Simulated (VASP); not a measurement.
# Te2Mo in VASP: further runs

Te2Mo is run at these levels: LDA; tasks: single point.

Everything below comes from runs of VASP 6.6.1. Logs are shortened: lines on timing, memory, paths and dates and some standing lists are left out, and cuts for length are marked.

## (1) The cell of the first run

The cell holds a slab with vacuum, 3 atoms: a = 3.623 Å, b = 3.623 Å, c = 17.520 Å, α = 90.00°, β = 90.00°, γ = 120.00°.

## (2) Single point, LDA (strain +0.0450 x Voigt [1, 1, 0, 0, 0, 0])

Input file INCAR:

```
SYSTEM = Te2Mo
PREC     = Accurate       ! precision mode
ENCUT    = 520            ! plane-wave cutoff, eV
EDIFF    = 1E-7           ! SCF threshold, eV
ISMEAR   = 0              ! smearing method
SIGMA    = 0.05           ! smearing width, eV
LREAL    = .FALSE.        ! projectors in reciprocal space
LASPH    = .TRUE.         ! aspherical terms in the spheres
NELM     = 80             ! most SCF steps
ALGO     = Normal         ! electronic algorithm
ISIF     = 2              ! what is computed and relaxed
LWAVE    = .FALSE.        ! write WAVECAR
LCHARG   = .FALSE.        ! write CHGCAR
NBANDS   = 20             ! bands
```

Input file KPOINTS:

```
regular mesh
0
G
  12 12 2
  0 0 0
```

Input file POSCAR:

```
Te2Mo
1.0
    3.6225426825      0.0000000000      0.0000000000
   -1.8112713413      3.1372139893      0.0000000000
    0.0000000000      0.0000000000     17.5198113284
Te Mo
2 1
Direct
    0.3333333333      0.6666666667      0.8975342416
    0.3333333333      0.6666666667      0.1024657584
    0.0000000000      0.0000000000      0.0000000000
```

Potentials or basis: VASP PAW LDA potentials, release 64 (Te, Mo_sv).

Run with:

```console
$ cat potpaw_LDA.64/Te/POTCAR potpaw_LDA.64/Mo_sv/POTCAR > POTCAR
$ mpirun -np 1 vasp_std > vasp.out
```

OUTCAR:

```text
SYSTEM = Te2Mo
   PREC = Accurate
   ENCUT = 520
   EDIFF = 1E-7
   ISMEAR = 0
   LREAL = .FALSE.
   LASPH = .TRUE.
   NELM = 80
   ISIF = 2

 ion  position               nearest neighbor table
   1  0.333  0.667  0.898-   3 2.76   3 2.76   3 2.76   2 3.59
   2  0.333  0.667  0.102-   3 2.76   3 2.76   3 2.76   1 3.59
   3  0.000  0.000  0.000-   1 2.76   2 2.76   1 2.76   2 2.76   1 2.76   2 2.76

  LATTYP: Found a hexagonal cell.
 ALAT       =     3.6225426825
 C/A-ratio  =     4.8363298556

  Lattice vectors:

 A1 = (   3.6225426825,   0.0000000000,   0.0000000000)
 A2 = (  -1.8112713413,   3.1372139893,   0.0000000000)
 A3 = (   0.0000000000,   0.0000000000,  17.5198113284)

Analysis of symmetry for initial positions (statically):
=====================================================================
 Subroutine PRICEL returns:
 Original cell was already a primitive cell.

 Routine SETGRP: Setting up the symmetry group for a
 hexagonal supercell.

 Subroutine GETGRP returns: Found 12 space group operations
 (whereof 12 operations were pure point group operations)
 out of a pool of 24 trial point group operations.

The static configuration has the point symmetry D_3h.

Analysis of symmetry for dynamics (positions and initial velocities):
=====================================================================
 Subroutine PRICEL returns:
 Original cell was already a primitive cell.

 Routine SETGRP: Setting up the symmetry group for a
 hexagonal supercell.

 Subroutine GETGRP returns: Found 12 space group operations
 (whereof 12 operations were pure point group operations)
 out of a pool of 24 trial point group operations.

The dynamic configuration has the point symmetry D_3h.

 Subroutine INISYM returns: Found 12 space group operations
 (whereof 12 operations are pure point group operations),
 and found     1 'primitive' translations

----------------------------------------------------------------------------------------

                                     Primitive cell

  volume of cell :     199.1073

  direct lattice vectors                    reciprocal lattice vectors
     3.622542683  0.000000000  0.000000000     0.276049197  0.159377078  0.000000000
    -1.811271341  3.137213989  0.000000000     0.000000000  0.318754157  0.000000000
     0.000000000  0.000000000 17.519811328     0.000000000  0.000000000  0.057078240

  length of vectors
     3.622542683  3.622542682 17.519811328     0.318754157  0.318754157  0.057078240

  position of ions in fractional coordinates (direct lattice)
     0.333333333  0.666666667  0.897534242
     0.333333333  0.666666667  0.102465758
     0.000000000  0.000000000  0.000000000

  ion indices of the primitive-cell ions
   primitive index   ion index
                 1           1
                 2           2
                 3           3

----------------------------------------------------------------------------------------

 KPOINTS: regular mesh

Automatic generation of k-mesh.
 Grid dimensions read from file:
 generate k-points for:   12   12    2

 Generating k-lattice:

  Cartesian coordinates                     Fractional coordinates (reciprocal lattice)
     0.023004100  0.013281423  0.000000000     0.083333333  0.000000000  0.000000000
     0.000000000  0.026562846  0.000000000     0.000000000  0.083333333  0.000000000
     0.000000000  0.000000000  0.028539120     0.000000000  0.000000000  0.500000000

  Length of vectors
     0.026562846  0.026562846  0.028539120

  Shift w.r.t. Gamma in fractional coordinates (k-lattice)
     0.000000000  0.000000000  0.000000000

 Subroutine IBZKPT returns following result:
 ===========================================

 Found     38 irreducible k-points:

 Following reciprocal coordinates:
            Coordinates               Weight
  0.000000  0.000000  0.000000      1.000000
  0.083333  0.000000  0.000000      6.000000
  0.166667  0.000000  0.000000      6.000000
  0.250000  0.000000  0.000000      6.000000
  0.333333  0.000000  0.000000      6.000000
  0.416667  0.000000  0.000000      6.000000
[... 16 lines left out ...]
  0.250000  0.000000  0.500000      6.000000
  0.333333  0.000000  0.500000      6.000000
 [... further k-points ...]
   k-points           NKPTS =     38   k-points in BZ     NKDIM =     38   number of bands    NBANDS=     20
   number of dos      NEDOS =    301   number of ions     NIONS =      3
   total plane-waves  NPLWV = 109760
   dimension x,y,z NGX =    28 NGY =   28 NGZ =  140
   dimension x,y,z NGXF=    56 NGYF=   56 NGZF=  280
   ions per type =               2   1
   NGX,Y,Z   is equivalent  to a cutoff of  12.85, 12.85, 13.28 a.u.
   NGXF,Y,Z  is equivalent  to a cutoff of  25.70, 25.70, 26.57 a.u.
 SYSTEM =  Te2Mo
   PREC   = accura    normal or accurate (medium, high low for compatibility)
   ISTART =      0    job   : 0-new  1-cont  2-samecut
   ICHARG =      2    charge: 1-file 2-atom 10-const
   ISPIN  =      1    spin polarized calculation?
   LNONCOLLINEAR =      F non collinear calculations
   LSORBIT =      F    spin-orbit coupling
   LASPH  =      T    aspherical Exc in radial PAW
   ENCUT  =  520.0 eV  38.22 Ry    6.18 a.u.   6.74  6.74 32.58*2*pi/ulx,y,z
   NELM   =     80;   NELMIN=  2; NELMDL= -5     # of ELM steps
   EDIFF  = 0.1E-06   stopping-criterion for ELM
   LREAL  =      F    real-space projection
   EDIFFG = 0.1E-05   stopping-criterion for IOM
   NSW    =      0    number of steps for IOM
   IBRION =     -1    ionic relax: 0-MD 1-quasi-New 2-CG
   NFREE  =      0    steps in history (QN), initial steepest desc. (CG)
   ISIF   =      2    stress and relaxation
   ISYM   =      2    0-nonsym 1-usesym 2-fastsym
   POTIM  = 0.5000    time-step for ionic-motion
   TEBEG  =    0.0;   TEEND  =   0.0 temperature during run
   PSTRESS=    0.0 pullay stress
   NELECT =      26.0000    total number of electrons
   NUPDOWN=      -1.0000    fix difference up-down
   EMIN   =  10.00;   EMAX   =-10.00  energy-range for DOS
   EFERMI =   0.00;   METHOD = LEGACY
   ISMEAR =     0;   SIGMA  =   0.05  broadening in eV -4-tet -1-fermi 0-gaus
   EFERMI_NEDOS =   21; number of points for ismear=-14 and -15
   IALGO  =     38    algorithm
   IMIX   =      4    mixing-type and parameters
     AMIX     =   0.40;   BMIX     =  1.00
     AMIX_MAG =   1.60;   BMIX_MAG =  1.00
  volume/ion in A,a.u.               =      66.37       447.88
  Fermi-wavevector in a.u.,A,eV,Ry     =   0.830559  1.569528  9.385673  0.689828
  Thomas-Fermi vector in A             =   1.943296
   LORBIT       =      0    0 simple, 1 ext, 2 COOP (PROOUT), +10 PAW based schemes
   GGA     = CA    functional components
   LHFCALC =     F    Hartree Fock is set to
   AEXX    =    0.0000 exact exchange contribution
   IVDW    =     0    specifies the selected vdW correction
   LEPSILON=     F    determine dielectric tensor
   LRPA    =     F    only Hartree local field effects (RPA)
 non-spin polarized calculation
 Gauss-broadening in eV      SIGMA  =   0.05
  energy-cutoff  :      520.00
  volume of cell :      199.11
 maximum number of plane-waves:      5418
 NGX is ok and might be reduce to    28
   NGX = 13   NGY = 13   NGZ = 65

 number of electron      26.0000004 magnetization

 Free energy of the ion-electron system (eV)
  ---------------------------------------------------
  ext. energy  EPLUGINS =         0.00000000
  ---------------------------------------------------
  free energy    TOTEN  =       -20.29665742 eV

  energy without entropy =      -20.29665742  energy(sigma->0) =      -20.29665742

 E-fermi :  -0.0022     XC(G=0):  -4.7608

 val. band max:       -0.3206311820   @ k =   0.3333   0.3333   0.0000
 cond. band min:       0.6206757536   @ k =   0.3333   0.3333   0.0000
 fundamental gap:      0.9413069356
 Fermi energy:        -0.0022035677

 k-point     1 :       0.0000    0.0000    0.0000
  band No.  band energies     occupation
      1     -60.6808      2.00000
      2     -34.9800      2.00000
      3     -34.9109      2.00000
      4     -34.9109      2.00000
      5     -12.6388      2.00000
      6     -11.6930      2.00000
[... 12 lines left out ...]
     19       4.6223      0.00000
     20       5.2567      0.00000

 k-point     2 :       0.0833    0.0000    0.0000
  band No.  band energies     occupation
      1     -60.6804      2.00000
      2     -34.9786      2.00000
      3     -34.9173      2.00000
      4     -34.9124      2.00000
      5     -12.5527      2.00000
      6     -11.6345      2.00000
[... 12 lines left out ...]
     19       4.7338      0.00000
     20       5.5236      0.00000

 k-point     3 :       0.1667    0.0000    0.0000
  band No.  band energies     occupation
      1     -60.6792      2.00000
      2     -34.9748      2.00000
      3     -34.9348      2.00000
      4     -34.9165      2.00000
      5     -12.3037      2.00000
      6     -11.4660      2.00000
[... 12 lines left out ...]
     19       5.0456      0.00000
     20       5.8938      0.00000

 k-point     4 :       0.2500    0.0000    0.0000
  band No.  band energies     occupation
      1     -60.6775      2.00000
      2     -34.9696      2.00000
      3     -34.9586      2.00000
      4     -34.9221      2.00000
      5     -11.9227      2.00000
      6     -11.2105      2.00000
[... 12 lines left out ...]
     19       5.5117      0.00000
     20       6.1477      0.00000

 k-point     5 :       0.3333    0.0000    0.0000
  band No.  band energies     occupation
      1     -60.6759      2.00000
      2     -34.9823      2.00000
      3     -34.9643      2.00000
      4     -34.9277      2.00000
      5     -11.4746      2.00000
      6     -10.9159      2.00000
[... 12 lines left out ...]
     19       5.5464      0.00000
     20       5.8567      0.00000
[... 353 lines left out ...]
      6     -11.6345      2.00000
[... 12 lines left out ...]
     19       4.5230      0.00000
     20       6.0120      0.00000

 k-point    22 :       0.1667    0.0000    0.5000
  band No.  band energies     occupation
      1     -60.6792      2.00000
      2     -34.9748      2.00000
      3     -34.9348      2.00000
      4     -34.9165      2.00000
      5     -12.3037      2.00000
      6     -11.4660      2.00000
[... 12 lines left out ...]
     19       4.8391      0.00000
     20       6.3091      0.00000

 k-point    23 :       0.2500    0.0000    0.5000
  band No.  band energies     occupation
      1     -60.6775      2.00000
      2     -34.9696      2.00000
      3     -34.9586      2.00000
      4     -34.9221      2.00000
      5     -11.9227      2.00000
      6     -11.2105      2.00000
[... 12 lines left out ...]
     19       5.3306      0.00000
     20       6.2902      0.00000

 k-point    24 :       0.3333    0.0000    0.5000
  band No.  band energies     occupation
      1     -60.6759      2.00000
      2     -34.9823      2.00000
      3     -34.9643      2.00000
      4     -34.9277      2.00000
      5     -11.4746      2.00000
      6     -10.9159      2.00000
[... 12 lines left out ...]
     19       5.5797      0.00000
     20       5.8026      0.00000

 [... further k-points ...]
[... 5 lines left out ...]
  --------------------------------------------------------------------------------------
  -------------------------------------------------------------------------------------
  Total       -3.9606607     -3.9606607     -2.5894287      0.0000000      0.0000000      0.0000000
  in kB      -31.8706659    -31.8706659    -20.8366290      0.0000000      0.0000000      0.0000000
  external PRESSURE =     -28.1926536 kB  Pullay stress =       0.0000000 kB

 VOLUME and BASIS-vectors are now :
 -----------------------------------------------------------------------------
  energy-cutoff  :      520.00
  volume of cell :      199.11
      direct lattice vectors                 reciprocal lattice vectors
     3.622542683  0.000000000  0.000000000     0.276049197  0.159377078  0.000000000
    -1.811271341  3.137213989  0.000000000     0.000000000  0.318754157  0.000000000
     0.000000000  0.000000000 17.519811328     0.000000000  0.000000000  0.057078240

 POSITION                                       TOTAL-FORCE (eV/Angst)
 -----------------------------------------------------------------------------------
     -0.00000      2.09148     15.72463         0.000000      0.000000      0.717384
     -0.00000      2.09148      1.79518         0.000000      0.000000     -0.717384
      0.00000      0.00000      0.00000        -0.000000      0.000000     -0.000000
 -----------------------------------------------------------------------------------
    total drift:                                0.000000     -0.000000     -0.000000

  FREE ENERGIE OF THE ION-ELECTRON SYSTEM (eV)
  ---------------------------------------------------
  free  energy   TOTEN  =       -20.2966574162 eV

  energy  without entropy=      -20.2966574162  energy(sigma->0) =      -20.29665742
```

Run time: 6 min. Hardware: 1 thread of Intel Xeon 8259CL, shared host; peak memory 0.35 GiB.

Results:

| Quantity | Value |
| --- | --- |
| Free energy | -20.2967 eV |
| Largest force | 0.717 eV/Å |
| Band gap on the k mesh | 0.94 eV |

Forces on the atoms (eV/Å):
```
Te   0.000  0.000  0.717
Te   0.000  0.000 -0.717
Mo   0.000  0.000  0.000
```

Caveat: the cell differs from its parent crystal (strain +0.0450 x Voigt [1, 1, 0, 0, 0, 0]); there is no dipole correction, which matters where the two faces differ; spin-orbit coupling is left out, which moves the levels of the heavy elements.

## (3) Single point, LDA (strain +0.0600 x Voigt [1, 1, 0, 0, 0, 0])

Input file INCAR:

```
SYSTEM = Te2Mo
  ALGO = Normal
  EDIFF = 1E-7
  ENCUT = 520
  GGA = CA
  ISIF = 2
  ISMEAR = 0
  LASPH = .TRUE.
  LCHARG = .FALSE.
  LREAL = .FALSE.
  LWAVE = .FALSE.
  NBANDS = 20
  NELM = 60
  PREC = Accurate
  SIGMA = 0.05
```

Input file KPOINTS:

```
k-points
0
G
  12 12 2
  0 0 0
```

Input file POSCAR:

```
Te2Mo
1.0
    3.6745409028      0.0000000000      0.0000000000
   -1.8372704514      3.1822457691      0.0000000000
    0.0000000000      0.0000000000     17.5198113284
Te Mo
2 1
Direct
    0.3333333333      0.6666666667      0.8975342416
    0.3333333333      0.6666666667      0.1024657584
    0.0000000000      0.0000000000      0.0000000000
```

Potentials or basis: VASP PAW LDA potentials, release 64 (Te, Mo_sv).

Run with:

```console
$ cat potpaw_LDA.64/Te/POTCAR potpaw_LDA.64/Mo_sv/POTCAR > POTCAR
$ mpirun -np 1 vasp_std > vasp.out
```

Wall time 5.8 min (1 thread of Intel Xeon 8259CL, shared host); peak memory 0.35 GiB.

The run converged. Its results:

| Item | Value |
| --- | --- |
| Free energy | -20.1677 eV |
| Largest force | 0.923 eV/Å |
| Band gap on the k mesh | 0.86 eV |

Forces in eV/Å, atoms in the order of the input:
```
Te   0.000  0.000  0.923
Te   0.000  0.000 -0.923
Mo   0.000  0.000  0.000
```

Levels at points of the mesh, in eV from the valence-band top:
| k point | band 10 | band 11 | band 12 | band 13 | band 14 | band 15 | band 16 | band 17 |
| --- | --- | --- | --- | --- | --- | --- | --- | --- |
| (0.00, 0.00, 0.00) | -1.34 | -0.93 | -0.93 | -0.17 | 2.73 | 2.73 | 2.99 | 2.99 |
| (0.50, 0.00, 0.00) | -2.19 | -1.34 | -0.57 | -0.49 | 1.20 | 1.53 | 3.11 | 3.44 |
| (0.00, 0.00, 0.50) | -1.34 | -0.93 | -0.93 | -0.17 | 2.73 | 2.73 | 2.99 | 2.99 |
| (0.50, 0.00, 0.50) | -2.19 | -1.34 | -0.57 | -0.49 | 1.20 | 1.53 | 3.11 | 3.44 |

Caveat: the cell differs from its parent crystal (strain +0.0600 x Voigt [1, 1, 0, 0, 0, 0]); there is no dipole correction, which matters where the two faces differ; spin-orbit coupling is left out, which moves the levels of the heavy elements.
